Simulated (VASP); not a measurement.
Crystal: TiNb2As3.

```
Ti Nb As
1.0
     5.64548    0.00000    0.00000
    -2.82274    4.88913    0.00000
     0.00000    0.00000    4.11847
Ti Nb As
1 2 3
Direct
  0.00000 0.00000 0.00000
  0.33333 0.66667 0.00000
  0.66667 0.33333 0.00000
  0.50000 0.00000 0.50000
  0.50000 0.50000 0.50000
  0.00000 0.50000 0.50000
```

| Property | Result |
| --- | --- |
| Program | VASP 6.6.1 |
| Task | relaxation of cell and atoms |
| Functional | PBE |
| Potentials or basis | VASP PAW PBE potentials, release 64 (Ti_sv, Nb_sv, As) |
| Cutoff | 500 eV |
| k mesh | 6 × 6 × 4 |
| Occupations | gaussian, width 0.1 eV |
| Spin | no spin polarisation |

At the start: pressure 0.3 GPa; volume 18.95 Å³/atom.

Task: Where does the relaxation end?

Result: Over 5 steps the energy falls by 9.1 meV/atom and the volume is 18.79 Å³/atom (-0.8 %); space group P6/mmm (No. 191, to 0.05 Å).

The path:
| step | energy change (eV) | largest force (eV/Å) | pressure (GPa) | volume (Å³) |
| --- | --- | --- | --- | --- |
| 1 | 0.0000 | 0.0000 | 0.33 | 113.68 |
| 2 | -0.0406 | 0.0000 | -1.14 | 114.29 |
| 3 | -0.0441 | 0.0000 | -1.63 | 114.51 |
| 4 | -0.0479 | 0.0000 | 1.14 | 111.43 |
| 5 | -0.0544 | 0.0000 | -0.12 | 112.76 |

Final structure:
```
CELL_PARAMETERS angstrom
5.54067 0.00000 0.00000
-2.77033 4.79836 0.00000
0.00000 0.00000 4.24148
ATOMIC_POSITIONS crystal
Ti 0.00000 0.00000 0.00000
Nb 0.33333 0.66667 0.00000
Nb 0.66667 0.33333 0.00000
As 0.50000 0.00000 0.50000
As 0.50000 0.50000 0.50000
As 0.00000 0.50000 0.50000
```

Caveat: the k points lie up to 0.37 Å⁻¹ apart in the final cell.
